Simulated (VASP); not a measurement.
# SnO2 (rutile type) (P4_2/mnm) in VASP: further runs

SnO2 (rutile type) is run at these levels: LDA; tasks: density of states.

Everything below comes from runs of VASP 6.6.1. Logs are shortened: lines on timing, memory, paths and dates and some standing lists are left out, and cuts for length are marked.

### 1 The cell of the first run

Symmetry: P4_2/mnm, No. 136, tetragonal system. The conventional cell has a = 4.110 Å, b = 4.110 Å, c = 3.032 Å, α = 90.00°, β = 90.00°, γ = 90.00°. Within 2.4 Å of Sn (site symmetry mmm) lie 6 O at 1.80 to 1.88 Å. O (site symmetry m2m) has 3 Sn at 1.80 to 1.88 Å and 1 O at 2.22 Å within 2.4 Å.

### 2 Density of states, LDA (volume scaled by 0.72)

POSCAR

```
SnO2
1.0
    4.1098605249      0.0000000000      0.0000000000
    0.0000000000      4.1098605249      0.0000000000
    0.0000000000      0.0000000000      3.0323697577
Sn O
2 4
Direct
    0.0000000000      0.0000000000      0.0000000000
    0.5000000000      0.5000000000      0.5000000000
    0.3088660245      0.3088660245      0.0000000000
    0.6911339755      0.6911339755      0.0000000000
    0.8088660245      0.1911339755      0.5000000000
    0.1911339755      0.8088660245      0.5000000000
```

INCAR.step1

```
PREC     = Accurate       # precision mode
ENCUT    = 520            # plane-wave cutoff, eV
EDIFF    = 1E-7           # SCF threshold, eV
ISMEAR   = -1             # smearing method
SIGMA    = 0.08           # smearing width, eV
LREAL    = False          # projectors in reciprocal space
LASPH    = True           # aspherical terms in the spheres
NELM     = 100            # most SCF steps
ALGO     = Normal         # electronic algorithm
ISIF     = 2              # what is computed and relaxed
LWAVE    = False          # write WAVECAR
LCHARG   = True           # write CHGCAR
GGA      = CA             # functional
NBANDS   = 35             # bands
```

KPOINTS.step1

```
Automatic mesh
0
Gamma
  8 8 11
```

INCAR.step2

```
PREC     = Accurate       # precision mode
ENCUT    = 520            # plane-wave cutoff, eV
EDIFF    = 1E-7           # SCF threshold, eV
ISMEAR   = -5             # smearing method
SIGMA    = 0.08           # smearing width, eV
LREAL    = False          # projectors in reciprocal space
LASPH    = True           # aspherical terms in the spheres
NELM     = 100            # most SCF steps
ALGO     = Normal         # electronic algorithm
ISIF     = 2              # what is computed and relaxed
LWAVE    = False          # write WAVECAR
LCHARG   = False          # write CHGCAR
GGA      = CA             # functional
LORBIT   = 11             # projections on sites
NBANDS   = 35             # bands
NEDOS    = 2001           # points of the DOS
ICHARG   = 11             # starting density
```

KPOINTS.step2

```
Automatic mesh
0
Gamma
  12 12 17
```

Potentials or basis: VASP PAW LDA potentials, release 64 (Sn_d, O).

Run with:

```console
cat potpaw_LDA.64/Sn_d/POTCAR potpaw_LDA.64/O/POTCAR > POTCAR
cp INCAR.step1 INCAR
cp KPOINTS.step1 KPOINTS
mpirun -np 1 vasp_std > vasp.out
cp INCAR.step2 INCAR
cp KPOINTS.step2 KPOINTS
mpirun -np 1 vasp_std > vasp.out
```

OUTCAR:

```text
PREC = Accurate
   ENCUT = 520
   EDIFF = 1E-7
   ISMEAR = -5
   LREAL = False
   LASPH = True
   NELM = 100
   ISIF = 2
   GGA = CA
   LORBIT = 11
   ICHARG = 11

 ion  position               nearest neighbor table
   1  0.000  0.000  0.000-   3 1.80   4 1.80   5 1.88   6 1.88   5 1.88   6 1.88   2 3.28   2 3.28
                             2 3.28   2 3.28   2 3.28   2 3.28   2 3.28   2 3.28
   2  0.500  0.500  0.500-   5 1.80   6 1.80   3 1.88   4 1.88   3 1.88   4 1.88   1 3.28   1 3.28
                             1 3.28   1 3.28   1 3.28   1 3.28   1 3.28   1 3.28
   3  0.309  0.309  0.000-   1 1.80   2 1.88   2 1.88
   4  0.691  0.691  0.000-   1 1.80   2 1.88   2 1.88
   5  0.809  0.191  0.500-   2 1.80   1 1.88   1 1.88
   6  0.191  0.809  0.500-   2 1.80   1 1.88   1 1.88

  LATTYP: Found a simple tetragonal cell.
 ALAT       =     4.1098605249
 C/A-ratio  =     0.7378278993

  Lattice vectors:

 A1 = (   4.1098605249,   0.0000000000,   0.0000000000)
 A2 = (   0.0000000000,   4.1098605249,   0.0000000000)
 A3 = (   0.0000000000,   0.0000000000,   3.0323697577)

Analysis of symmetry for initial positions (statically):
=====================================================================
 Subroutine PRICEL returns:
 Original cell was already a primitive cell.

 Routine SETGRP: Setting up the symmetry group for a
 simple tetragonal supercell.

 Subroutine GETGRP returns: Found 16 space group operations
 (whereof  8 operations were pure point group operations)
 out of a pool of 16 trial point group operations.

The static configuration has the point symmetry D_2h.
 The point group associated with its full space group is D_4h.

Analysis of symmetry for dynamics (positions and initial velocities):
=====================================================================
 Subroutine PRICEL returns:
 Original cell was already a primitive cell.

 Routine SETGRP: Setting up the symmetry group for a
 simple tetragonal supercell.

 Subroutine GETGRP returns: Found 16 space group operations
 (whereof  8 operations were pure point group operations)
 out of a pool of 16 trial point group operations.

The dynamic configuration has the point symmetry D_2h.
 The point group associated with its full space group is D_4h.

 Subroutine INISYM returns: Found 16 space group operations
 (whereof  8 operations are pure point group operations),
 and found     1 'primitive' translations

----------------------------------------------------------------------------------------

                                     Primitive cell

  volume of cell :      51.2196

  direct lattice vectors                    reciprocal lattice vectors
     4.109860525  0.000000000  0.000000000     0.243317260  0.000000000  0.000000000
     0.000000000  4.109860525  0.000000000     0.000000000  0.243317260  0.000000000
     0.000000000  0.000000000  3.032369758     0.000000000  0.000000000  0.329775087

  length of vectors
     4.109860525  4.109860525  3.032369758     0.243317260  0.243317260  0.329775087

  position of ions in fractional coordinates (direct lattice)
     0.000000000  0.000000000  0.000000000
     0.500000000  0.500000000  0.500000000
     0.308866024  0.308866024  0.000000000
     0.691133976  0.691133976  0.000000000
     0.808866024  0.191133976  0.500000000
     0.191133976  0.808866024  0.500000000

  ion indices of the primitive-cell ions
   primitive index   ion index
                 1           1
                 2           2
                 3           3
                 4           4
                 5           5
                 6           6

----------------------------------------------------------------------------------------

 KPOINTS: Automatic mesh

Automatic generation of k-mesh.
 Grid dimensions read from file:
 generate k-points for:   12   12   17

 Generating k-lattice:

  Cartesian coordinates                     Fractional coordinates (reciprocal lattice)
     0.020276438  0.000000000  0.000000000     0.083333333  0.000000000  0.000000000
     0.000000000  0.020276438  0.000000000     0.000000000  0.083333333  0.000000000
     0.000000000  0.000000000  0.019398535     0.000000000  0.000000000  0.058823529

  Length of vectors
     0.020276438  0.020276438  0.019398535

  Shift w.r.t. Gamma in fractional coordinates (k-lattice)
     0.000000000  0.000000000  0.000000000

 TETIRR: Found   3678 inequivalent tetrahedra from    14688

 Subroutine IBZKPT returns following result:
 ===========================================

 Found    252 irreducible k-points:

 Following reciprocal coordinates:
            Coordinates               Weight
  0.000000  0.000000  0.000000      1.000000
  0.083333  0.000000  0.000000      4.000000
  0.166667  0.000000  0.000000      4.000000
  0.250000  0.000000  0.000000      4.000000
  0.333333  0.000000  0.000000      4.000000
  0.416667  0.000000  0.000000      4.000000
[... 16 lines left out ...]
  0.333333  0.333333  0.000000      4.000000
  0.416667  0.333333  0.000000      8.000000
 [... further k-points ...]
   k-points           NKPTS =    252   k-points in BZ     NKDIM =    252   number of bands    NBANDS=     35
   number of dos      NEDOS =   2001   number of ions     NIONS =      6
   total plane-waves  NPLWV =  24576
   dimension x,y,z NGX =    32 NGY =   32 NGZ =   24
   dimension x,y,z NGXF=    64 NGYF=   64 NGZF=   48
   ions per type =               2   4
   NGX,Y,Z   is equivalent  to a cutoff of  12.94, 12.94, 13.16 a.u.
   NGXF,Y,Z  is equivalent  to a cutoff of  25.89, 25.89, 26.32 a.u.
 SYSTEM =  unknown system
   PREC   = accura    normal or accurate (medium, high low for compatibility)
   ISTART =      0    job   : 0-new  1-cont  2-samecut
   ICHARG =     11    charge: 1-file 2-atom 10-const
   ISPIN  =      1    spin polarized calculation?
   LNONCOLLINEAR =      F non collinear calculations
   LSORBIT =      F    spin-orbit coupling
   LASPH  =      T    aspherical Exc in radial PAW
   ENCUT  =  520.0 eV  38.22 Ry    6.18 a.u.   7.64  7.64  5.64*2*pi/ulx,y,z
   NELM   =    100;   NELMIN=  2; NELMDL=  0     # of ELM steps
   EDIFF  = 0.1E-06   stopping-criterion for ELM
   LREAL  =      F    real-space projection
   EDIFFG = 0.1E-05   stopping-criterion for IOM
   NSW    =      0    number of steps for IOM
   IBRION =     -1    ionic relax: 0-MD 1-quasi-New 2-CG
   NFREE  =      0    steps in history (QN), initial steepest desc. (CG)
   ISIF   =      2    stress and relaxation
   ISYM   =      2    0-nonsym 1-usesym 2-fastsym
   POTIM  = 0.5000    time-step for ionic-motion
   TEBEG  =    0.0;   TEEND  =   0.0 temperature during run
   PSTRESS=    0.0 pullay stress
   NELECT =      52.0000    total number of electrons
   NUPDOWN=      -1.0000    fix difference up-down
   EMIN   =  10.00;   EMAX   =-10.00  energy-range for DOS
   EFERMI =   0.00;   METHOD = LEGACY
   ISMEAR =    -5;   SIGMA  =   0.08  broadening in eV -4-tet -1-fermi 0-gaus
   EFERMI_NEDOS =   21; number of points for ismear=-14 and -15
   IALGO  =     38    algorithm
   IMIX   =      4    mixing-type and parameters
     AMIX     =   0.40;   BMIX     =  1.00
     AMIX_MAG =   1.60;   BMIX_MAG =  1.00
  volume/ion in A,a.u.               =       8.54        57.61
  Fermi-wavevector in a.u.,A,eV,Ry     =   1.645371  3.109300 36.834314  2.707246
  Thomas-Fermi vector in A             =   2.735179
   LORBIT       =     11    0 simple, 1 ext, 2 COOP (PROOUT), +10 PAW based schemes
   GGA     = CA    functional components
   LHFCALC =     F    Hartree Fock is set to
   AEXX    =    0.0000 exact exchange contribution
   IVDW    =     0    specifies the selected vdW correction
   LEPSILON=     F    determine dielectric tensor
   LRPA    =     F    only Hartree local field effects (RPA)
 non-spin polarized calculation
 Fermi weights with tetrahedron method with Bloechl corrections
  energy-cutoff  :      520.00
  volume of cell :       51.22
 maximum number of plane-waves:      1403
 NGX is ok and might be reduce to    32

 number of electron      52.0000016 magnetization

 Free energy of the ion-electron system (eV)
  ---------------------------------------------------
  ext. energy  EPLUGINS =         0.00000000
  ---------------------------------------------------
  free energy    TOTEN  =       -35.37303920 eV

  energy without entropy =      -35.37303920  energy(sigma->0) =      -35.37303920

 E-fermi :  10.9092     XC(G=0): -13.6881

 val. band max:       10.8909925164   @ k =   0.5000   0.0000   0.4706
 cond. band min:      15.9563523971   @ k =   0.0000   0.0000   0.0000
 fundamental gap:      5.0653598807
 Fermi energy:        10.9091502802

 k-point     1 :       0.0000    0.0000    0.0000
  band No.  band energies     occupation
      1     -11.6963      2.00000
      2     -11.3699      2.00000
      3      -9.3865      2.00000
      4      -8.9414      2.00000
      5      -8.9206      2.00000
      6      -8.9206      2.00000
[... 27 lines left out ...]
     34      26.1843      0.00000
     35      27.5549      0.00000

 k-point     2 :       0.0833    0.0000    0.0000
  band No.  band energies     occupation
      1     -11.6759      2.00000
      2     -11.3328      2.00000
      3      -9.4804      2.00000
      4      -8.9637      2.00000
      5      -8.9179      2.00000
      6      -8.9174      2.00000
[... 27 lines left out ...]
     34      26.2672      0.00000
     35      27.3997      0.00000
[... 796 lines left out ...]
     34      25.5855      0.00000
     35      25.8461      0.00000

 k-point    24 :       0.4167    0.3333    0.0000
  band No.  band energies     occupation
      1     -11.4921      2.00000
      2     -11.2941      2.00000
      3      -9.4296      2.00000
      4      -8.9874      2.00000
      5      -8.9356      2.00000
      6      -8.9119      2.00000
[... 27 lines left out ...]
     34      25.5943      0.00000
     35      26.0142      0.00000

 [... further k-points ...]
[... 5 lines left out ...]
  --------------------------------------------------------------------------------------
  -------------------------------------------------------------------------------------
  Total       46.6605989     46.6605989     47.2408052      0.0000000      0.0000000      0.0000000
  in kB     1459.5687863   1459.5687863   1477.7179528      0.0000000      0.0000000      0.0000000
  external PRESSURE =    1465.6185085 kB  Pullay stress =       0.0000000 kB

 VOLUME and BASIS-vectors are now :
 -----------------------------------------------------------------------------
  energy-cutoff  :      520.00
  volume of cell :       51.22
      direct lattice vectors                 reciprocal lattice vectors
     4.109860525  0.000000000  0.000000000     0.243317260  0.000000000  0.000000000
     0.000000000  4.109860525  0.000000000     0.000000000  0.243317260  0.000000000
     0.000000000  0.000000000  3.032369758     0.000000000  0.000000000  0.329775087

 POSITION                                       TOTAL-FORCE (eV/Angst)
 -----------------------------------------------------------------------------------
      0.00000      0.00000      0.00000         0.000000      0.000000      0.000000
      2.05493      2.05493      1.51618         0.000000      0.000000      0.000000
      1.26940      1.26940      0.00000        -0.058135     -0.058135      0.000000
      2.84046      2.84046      0.00000         0.058135      0.058135      0.000000
      3.32433      0.78553      1.51618        -0.058135      0.058135      0.000000
      0.78553      3.32433      1.51618         0.058135     -0.058135      0.000000
 -----------------------------------------------------------------------------------
    total drift:                               -0.000000     -0.000000      0.000000

  FREE ENERGIE OF THE ION-ELECTRON SYSTEM (eV)
  ---------------------------------------------------
  free  energy   TOTEN  =       -35.3730392023 eV

  energy  without entropy=      -35.3730392023  energy(sigma->0) =      -35.37303920

 total charge

# of ion       s       p       d       tot
------------------------------------------
    1        0.989   1.725  10.933  13.647
    2        0.989   1.725  10.933  13.647
    3        1.571   3.758   0.000   5.329
    4        1.571   3.758   0.000   5.329
    5        1.571   3.758   0.000   5.329
    6        1.571   3.758   0.000   5.329
--------------------------------------------------
tot          8.264  18.481  21.866  48.610
```

It took 11 min on 1 thread of Oxide Virtual Turin-like, shared host; peak memory 0.4 GiB.

Results:

| Property | Result |
| --- | --- |
| Valence electrons inside the program's atomic spheres | Sn 13.65; O 5.33 |

Levels at points of the mesh, in eV from the valence-band top:
| k point | band 23 | band 24 | band 25 | band 26 | band 27 | band 28 | band 29 | band 30 |
| --- | --- | --- | --- | --- | --- | --- | --- | --- |
| (0.00, 0.00, 0.00) | -1.36 | -1.34 | -1.34 | -0.49 | 5.07 | 6.82 | 6.82 | 7.28 |
| (0.50, 0.00, 0.00) | -1.45 | -1.45 | -0.98 | -0.98 | 7.67 | 7.67 | 7.91 | 7.91 |
| (0.50, 0.50, 0.00) | -1.55 | -1.55 | -1.34 | -1.34 | 8.06 | 8.06 | 9.22 | 9.22 |

Caveat: spin-orbit coupling is left out, which moves the levels of the heavy elements.

(Part 1 of 2 ends here.)
